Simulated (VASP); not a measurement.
Runs of VASP 6.6.1 on Al. The structure is that of space group Im-3m (No. 229), or close to it. The cells are those of the table. 

```tsv
cell	gap on the mesh (eV)	pressure (GPa)
a = 2.830 Å, angles 108.4, 108.4, 111.6°, 1 atom	none	-3.3
a = 2.774 Å, angles 109.2, 109.2, 110.0°, 1 atom	none	0.7
a = 2.683 Å, angles 110.6, 110.6, 107.3°, 1 atom	none	(b)
a = 2.719 Å, angles 110.0, 110.0, 108.4°, 1 atom	none	(a)
a = 2.821 Å, angles 108.6, 108.6, 111.3°, 1 atom	none	-2.7
```

Alike in all rows: task single point; level PBEsol; potentials or basis VASP PAW PBE potentials, release 64 (Al); no spin polarisation; k mesh 20 × 20 × 20; cutoff (eV) 520; smearing gaussian 0.15 eV.

Estimate the missing entries.

(a) 5.9; (b) 10.2.

Caveats: the PAW data sets were made with another functional, which shifts forces and pressure a little.

A gap of «none» marks levels without a gap at the run's occupations.
